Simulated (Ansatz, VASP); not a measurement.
Be2AlI in VASP and in Ansatz

The input INCAR:

```
SYSTEM = Be2AlI
PREC     = Accurate       ! precision mode
ENCUT    = 520            ! plane-wave cutoff, eV
EDIFF    = 1E-6           ! SCF threshold, eV
ISMEAR   = 0              ! smearing method
SIGMA    = 0.1            ! smearing width, eV
LREAL    = .FALSE.        ! projectors in reciprocal space
LASPH    = .TRUE.         ! aspherical terms in the spheres
NELM     = 100            ! most SCF steps
ALGO     = Normal         ! electronic algorithm
ISIF     = 2              ! what is computed and relaxed
LWAVE    = .FALSE.        ! write WAVECAR
LCHARG   = .FALSE.        ! write CHGCAR
GGA      = PE             ! functional
NBANDS   = 15             ! bands
```

The input KPOINTS:

```
regular mesh
0
G
  4 4 4
  0 0 0
```

File POSCAR:

```
Be2AlI
1.0
    3.8173854700      0.0000000000      0.0000000000
    0.0000000000      3.8173854700      0.0000000000
    0.0000000000      0.0000000000      5.3922985400
Be Al I
2 1 1
Direct
    0.5000000000      0.0000000000      0.7630636100
    0.0000000000      0.5000000000      0.2369363900
    0.5000000000      0.5000000000      0.0000000000
    0.0000000000      0.0000000000      0.5000000000
```

Input for Ansatz:

```yaml
crystal:
  lattice:
    - [3.81738547, 0.0, 0.0]
    - [0.0, 3.81738547, 0.0]
    - [0.0, 0.0, 5.39229854]
  atoms:
    - { symbol: Be, position: [0.5, 0.0, 0.76306361] }
    - { symbol: Be, position: [0.0, 0.5, 0.23693639] }
    - { symbol: Al, position: [0.5, 0.5, 0.0] }
    - { symbol: I, position: [0.0, 0.0, 0.5] }
basis:
  ecutwfc: 420
kpoints:
  mp_grid: { grid: [4, 4, 4] }
hamiltonian:
  xc: pbe
scf:
  occupations: { method: gaussian, width: 0.1 }
  lower_state_search: "off"
output:
  forces: true
  stress: true
  eigenvalues: true
```

Change from the starting cell: species swapped into the Zn2SeS type (P-4m2, No. 115).

Alike in both runs: task single point; functional PBE; k mesh 4 × 4 × 4; occupations gaussian, width 0.1 eV; no spin polarisation.

|  | VASP | Ansatz |
| --- | --- | --- |
| version | VASP 6.6.1 | Ansatz 0.2.0 |
| potentials or method | VASP PAW PBE potentials, release 64 (Be, Al, I), cutoff 520 eV | scalar-relativistic, plane waves, PAW |
| valence electrons in the cell | 14 | 24 |

```csv
,VASP,Ansatz,Ansatz less VASP
gap on the k mesh at the Fermi level (eV),none,none,-
pressure (GPa),6.7,6.6,-0.04
"traceless stress, the component that is largest in VASP (GPa)",4.45,4.45,+0.001
rms of the force components (eV/Å),0.012,0.010,-0.0021
```

Atom by atom the forces differ by 0.002 eV/Å (rms over components). A gap of «none» marks a metal or a gap that the smearing closes. VASP's potentials hold 14 valence electrons a cell and Ansatz's 24, so a difference there can come from the potentials and not from the codes.

The k mesh is coarse, so the values compare programs but aren't converged. Spin-orbit coupling is off throughout.
